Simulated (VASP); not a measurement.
# O (Im-3m) in VASP: further runs

O is run at these levels: LDA; tasks: single point.

Program: VASP 6.6.1. These are calculated values, not measurements. Logs are shortened: lines on timing, memory, paths and dates and some standing lists are left out, and cuts for length are marked.

### 1 The cell of the first run

Symmetry: Im-3m, No. 229, cubic system. Conventional cell: a = 2.038 Å, b = 2.038 Å, c = 2.038 Å, α = 90.00°, β = 90.00°, γ = 90.00°. Within 2.3 Å of O (site symmetry m-3m) lie 14 O at 1.76 to 2.04 Å.

### 2 Single point, LDA (volume scaled by 0.6)

INCAR

```
SYSTEM = O
PREC     = Accurate       ! precision mode
ENCUT    = 520            ! plane-wave cutoff, eV
EDIFF    = 1E-6           ! SCF threshold, eV
ISMEAR   = -1             ! smearing method
SIGMA    = 0.1            ! smearing width, eV
LREAL    = .False.        ! projectors in reciprocal space
LASPH    = .True.         ! aspherical terms in the spheres
NELM     = 60             ! most SCF steps
ALGO     = Normal         ! electronic algorithm
ISIF     = 2              ! what is computed and relaxed
LWAVE    = .False.        ! write WAVECAR
LCHARG   = .False.        ! write CHGCAR
GGA      = CA             ! functional
NBANDS   = 9              ! bands
```

KPOINTS

```
Automatic mesh
0
Gamma
  21 21 21
  0 0 0
```

POSCAR

```
O
1.0
   -1.0188824051      1.0188824051      1.0188824051
    1.0188824051     -1.0188824051      1.0188824051
    1.0188824051      1.0188824051     -1.0188824051
O
1
Direct
    0.0000000000      0.0000000000      0.0000000000
```

Potentials or basis: VASP PAW LDA potentials, release 64 (O).

The run is started by

```sh
$ cat potpaw_LDA.64/O/POTCAR > POTCAR
$ mpirun -np 1 vasp_std > vasp.out
```

OUTCAR:

```text
SYSTEM = O
   PREC = Accurate
   ENCUT = 520
   EDIFF = 1E-6
   ISMEAR = -1
   LREAL = .False.
   LASPH = .True.
   NELM = 60
   ISIF = 2
   GGA = CA

 ion  position               nearest neighbor table
   1  0.000  0.000  0.000-

  LATTYP: Found a body centered cubic cell.
 ALAT       =     2.0377648102

  Lattice vectors:

 A1 = (  -1.0188824051,   1.0188824051,   1.0188824051)
 A2 = (   1.0188824051,  -1.0188824051,   1.0188824051)
 A3 = (   1.0188824051,   1.0188824051,  -1.0188824051)

Analysis of symmetry for initial positions (statically):
=====================================================================
 Subroutine PRICEL returns:
 Original cell was already a primitive cell.

 Routine SETGRP: Setting up the symmetry group for a
 body centered cubic supercell.

 Subroutine GETGRP returns: Found 48 space group operations
 (whereof 48 operations were pure point group operations)
 out of a pool of 48 trial point group operations.

The static configuration has the point symmetry O_h .

Analysis of symmetry for dynamics (positions and initial velocities):
=====================================================================
 Subroutine PRICEL returns:
 Original cell was already a primitive cell.

 Routine SETGRP: Setting up the symmetry group for a
 body centered cubic supercell.

 Subroutine GETGRP returns: Found 48 space group operations
 (whereof 48 operations were pure point group operations)
 out of a pool of 48 trial point group operations.

The dynamic configuration has the point symmetry O_h .

 Subroutine INISYM returns: Found 48 space group operations
 (whereof 48 operations are pure point group operations),
 and found     1 'primitive' translations

----------------------------------------------------------------------------------------

                                     Primitive cell

  volume of cell :       4.2309

  direct lattice vectors                    reciprocal lattice vectors
    -1.018882405  1.018882405  1.018882405     0.000000000  0.490733766  0.490733766
     1.018882405 -1.018882405  1.018882405     0.490733766  0.000000000  0.490733766
     1.018882405  1.018882405 -1.018882405     0.490733766  0.490733766  0.000000000

  length of vectors
     1.764756093  1.764756093  1.764756093     0.694002348  0.694002348  0.694002348

  position of ions in fractional coordinates (direct lattice)
     0.000000000  0.000000000  0.000000000

[... 77 lines left out ...]
   EDIFFG = 0.1E-04   stopping-criterion for IOM
   NSW    =      0    number of steps for IOM
   IBRION =     -1    ionic relax: 0-MD 1-quasi-New 2-CG
   NFREE  =      0    steps in history (QN), initial steepest desc. (CG)
   ISIF   =      2    stress and relaxation
   ISYM   =      2    0-nonsym 1-usesym 2-fastsym
   POTIM  = 0.5000    time-step for ionic-motion
   TEBEG  =    0.0;   TEEND  =   0.0 temperature during run
   PSTRESS=    0.0 pullay stress
   NELECT =       6.0000    total number of electrons
   NUPDOWN=      -1.0000    fix difference up-down
   EMIN   =  10.00;   EMAX   =-10.00  energy-range for DOS
   EFERMI =   0.00;   METHOD = LEGACY
   ISMEAR =    -1;   SIGMA  =   0.10  broadening in eV -4-tet -1-fermi 0-gaus
   EFERMI_NEDOS =   21; number of points for ismear=-14 and -15
   IALGO  =     38    algorithm
   IMIX   =      4    mixing-type and parameters
     AMIX     =   0.40;   BMIX     =  1.00
     AMIX_MAG =   1.60;   BMIX_MAG =  1.00
  volume/ion in A,a.u.               =       4.23        28.55
  Fermi-wavevector in a.u.,A,eV,Ry     =   1.839280  3.475735 46.027843  3.382951
  Thomas-Fermi vector in A             =   2.891864
   LORBIT       =      0    0 simple, 1 ext, 2 COOP (PROOUT), +10 PAW based schemes
   GGA     = CA    functional components
   LHFCALC =     F    Hartree Fock is set to
   AEXX    =    0.0000 exact exchange contribution
   IVDW    =     0    specifies the selected vdW correction
   LEPSILON=     F    determine dielectric tensor
   LRPA    =     F    only Hartree local field effects (RPA)
 non-spin polarized calculation
  energy-cutoff  :      520.00
  volume of cell :        4.23
 maximum number of plane-waves:       135
 NGX is ok and might be reduce to    14
   NGX =  7   NGY =  7   NGZ =  7

 number of electron       6.0000001 magnetization

 Free energy of the ion-electron system (eV)
  ---------------------------------------------------
  ext. energy  EPLUGINS =         0.00000000
  ---------------------------------------------------
  free energy    TOTEN  =        -1.49919104 eV

  energy without entropy =       -1.48571617  energy(sigma->0) =       -1.49245360

 E-fermi :  12.7659     XC(G=0): -16.4311

 val. band max:       12.7494818286   @ k =   0.2857   0.0476   0.0476
 cond. band min:      12.7674909490   @ k =  -0.2381   0.2857   0.1905
 fundamental gap:      0.0180091203
 Fermi energy:        12.7659468979

 k-point     1 :       0.0000    0.0000    0.0000
  band No.  band energies     occupation
      1     -18.4250      2.00000
      2      16.8683      0.00000
      3      16.8683      0.00000
      4      16.8683      0.00000
      5      47.7265      0.00000
      6      58.1227      0.00000
      7      58.1227      0.00000
      8      58.1227      0.00000
      9      63.6370      0.00000
[... 265 lines left out ...]
 k-point    24 :       0.1905    0.0952    0.0000
  band No.  band energies     occupation
      1     -14.7651      2.00000
      2      10.2177      2.00000
      3      13.9900      0.00001
      4      15.8885      0.00000
      5      44.4152      0.00000
      6      47.4852      0.00000
      7      49.9284      0.00000
      8      59.3663      0.00000
      9      66.6134      0.00000

 [... further k-points ...]

------------------------ aborting loop because EDIFF is reached ----------------------------------------

  FORCE on cell =-STRESS in cart. coord.  units (eV):
  Direction    XX          YY          ZZ          XY          YZ          ZX
  --------------------------------------------------------------------------------------
  -------------------------------------------------------------------------------------
  Total        8.4431846      8.4431846      8.4431846      0.0000000     -0.0000000     -0.0000000
  in kB     3197.3095560   3197.3095560   3197.3095560      0.0000000     -0.0000000     -0.0000000
  external PRESSURE =    3197.3095560 kB  Pullay stress =       0.0000000 kB

 VOLUME and BASIS-vectors are now :
 -----------------------------------------------------------------------------
  energy-cutoff  :      520.00
  volume of cell :        4.23
      direct lattice vectors                 reciprocal lattice vectors
    -1.018882405  1.018882405  1.018882405     0.000000000  0.490733766  0.490733766
     1.018882405 -1.018882405  1.018882405     0.490733766  0.000000000  0.490733766
     1.018882405  1.018882405 -1.018882405     0.490733766  0.490733766  0.000000000

 POSITION                                       TOTAL-FORCE (eV/Angst)
 -----------------------------------------------------------------------------------
      0.00000      0.00000      0.00000        -0.000000     -0.000000     -0.000000
 -----------------------------------------------------------------------------------
    total drift:                               -0.000000     -0.000000     -0.000000

  FREE ENERGIE OF THE ION-ELECTRON SYSTEM (eV)
  ---------------------------------------------------
  free  energy   TOTEN  =        -1.4991910382 eV

  energy  without entropy=       -1.4857161698  energy(sigma->0) =       -1.49245360
```

OSZICAR:

```text
N       E                     dE             d eps       ncg     rms          rms(c)
DAV:   1     0.638843553298E+01    0.63884E+01   -0.41572E+03  6018   0.694E+02
DAV:   2    -0.152667304007E+01   -0.79151E+01   -0.73436E+01  5849   0.909E+01
DAV:   3    -0.156769678267E+01   -0.41024E-01   -0.40920E-01  6056   0.502E+00
DAV:   4    -0.156770361652E+01   -0.68338E-05   -0.68341E-05  5861   0.746E-02
DAV:   5    -0.156770361836E+01   -0.18400E-08   -0.98923E-09  5859   0.818E-04    0.203E+00
DAV:   6    -0.150938794111E+01    0.58316E-01   -0.87864E-02  5364   0.251E+00    0.931E-01
DAV:   7    -0.149905437175E+01    0.10334E-01   -0.44654E-02  5397   0.180E+00    0.214E-01
DAV:   8    -0.149919111908E+01   -0.13675E-03   -0.10430E-04  5567   0.968E-02    0.433E-03
DAV:   9    -0.149919103822E+01    0.80861E-07   -0.62178E-07  4367   0.990E-03
   1 F= -.14991910E+01 E0= -.14924536E+01  d E =-.134749E-01
```

Run time: 4.7 s. Hardware: 1 thread of Intel Xeon Platinum 8259CL at 2.50GHz (Skylake/Cascade Lake), shared host; peak memory 0.11 GiB.

What came out:

```
Free energy            : -1.4992 eV
Pressure               : 319.7 GPa
Band gap on the k mesh : zero (band 3 reaches 16.87 eV, above the bottom of band 4 at 5.62 eV)
```

### 3 Single point, LDA (volume scaled by 0.68)

Edit INCAR of step 2 so:

```diff
@@ -3,3 +3,3 @@
 ENCUT    = 520            ! plane-wave cutoff, eV
-EDIFF    = 1E-6           ! SCF threshold, eV
+EDIFF    = 1E-7           ! SCF threshold, eV
 ISMEAR   = -1             ! smearing method
@@ -8,3 +8,3 @@
 LASPH    = .True.         ! aspherical terms in the spheres
-NELM     = 60             ! most SCF steps
+NELM     = 80             ! most SCF steps
 ALGO     = Normal         ! electronic algorithm
```

KPOINTS is that of step 2.

POSCAR

```
O
1.0
   -1.0622904650      1.0622904650      1.0622904650
    1.0622904650     -1.0622904650      1.0622904650
    1.0622904650      1.0622904650     -1.0622904650
O
1
Direct
    0.0000000000      0.0000000000      0.0000000000
```

Potentials or basis: VASP PAW LDA potentials, release 64 (O).

The run is started by

```sh
$ cat potpaw_LDA.64/O/POTCAR > POTCAR
$ mpirun -np 1 vasp_std > vasp.out
```

Run time: 4.9 s. Hardware: 1 thread of Intel Xeon Platinum 8259CL at 2.50GHz (Skylake/Cascade Lake), shared host; peak memory 0.11 GiB.

The run converged. Its results:

- Free energy: -2.3742 eV
- Pressure: 186.6 GPa
- Band gap on the k mesh: zero (band 3 reaches 13.58 eV, above the bottom of band 4 at 4.08 eV)

Levels at points of the mesh, in eV from the Fermi level:
| k point | band 1 | band 2 | band 3 | band 4 | band 5 | band 6 |
| --- | --- | --- | --- | --- | --- | --- |
| (0.00, 0.00, 0.00) | -28.57 | 3.53 | 3.53 | 3.53 | 30.63 | 43.25 |

(Continued in part 2 of 2.)
